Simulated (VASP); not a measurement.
Here is a VASP 6.6.1 calculation.

File INCAR:

```
SYSTEM = W
PREC = Accurate
ENCUT = 520
EDIFF = 1E-6
ISMEAR = 0
SIGMA = 0.1
LREAL = .False.
LASPH = .True.
NELM = 100
ALGO = Fast
ISIF = 2
LWAVE = .False.
LCHARG = .False.
GGA = PS
NBANDS = 21
```

The input KPOINTS:

```
regular mesh
0
Gamma
  16 16 16
  0 0 0
```

Contents of POSCAR:

```
W
1.0
    3.0912414158      0.0000000000      0.0000000000
    0.0000000000      3.0912414158      0.0000000000
    0.0000000000      0.0000000000      3.1921799110
W
2
Direct
    0.0000000000      0.0000000000      0.0000000000
    0.5000000000      0.5000000000      0.5000000000
```

Potentials or basis: VASP PAW PBE potentials, release 64 (W_sv).

Command:

```console
$ cat potpaw_PBE.64/W_sv/POTCAR > POTCAR
$ mpirun -np 1 vasp_std > vasp.out
```

(1) Predict the band gap on the k mesh.

(2) Estimate the pressure.

## Answers

(1) zero (band 14 reaches 12.86 eV, above the bottom of band 15 at 11.21 eV).

(2) 10.7 GPa.

Caveat: the cell differs from its parent crystal (biaxial strain in the a-b plane: -2.0 %); the PAW data sets were made with another functional, which shifts forces and pressure a little; spin-orbit coupling is left out, which moves the levels of the heavy elements.
